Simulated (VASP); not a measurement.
Crystal: PbSe.

```
CELL_PARAMETERS angstrom
0.00000 3.23269 3.23269
3.23269 0.00000 3.23269
3.23269 3.23269 0.00000
ATOMIC_POSITIONS crystal
Pb 0.00000 0.00000 0.00000
Se 0.50000 0.50000 0.50000
```

This cell differs from its parent crystal: strain +5.3%.

Base run:

```yaml
Program: VASP 6.6.1
Functional: r2SCAN
Potentials_or_basis: VASP PAW PBE potentials, release 64 (Pb_d, Se)
Cutoff: 550 eV
k_mesh: 8 × 8 × 8
Occupations: gaussian, width 0.01 eV
Spin: no spin polarisation
```

Its results: band gap on the k mesh 1.02 eV; pressure -5.2 GPa.

Q: The run is repeated on the same cell with these changes: functional from r2SCAN to PBE; cutoff from 550 eV to 500 eV; occupations from gaussian, width 0.01 eV to fermi-dirac, width 0.02 eV. What comes out?

A: Band gap on the k mesh 0.72 eV; pressure -4.2 GPa.

Caveats: the cell stands under tension; spin-orbit coupling is left out, which moves the levels of the heavy elements; the PAW data sets were made with another functional, which shifts forces and pressure a little (at least some runs).

A k mesh can miss the band edges.
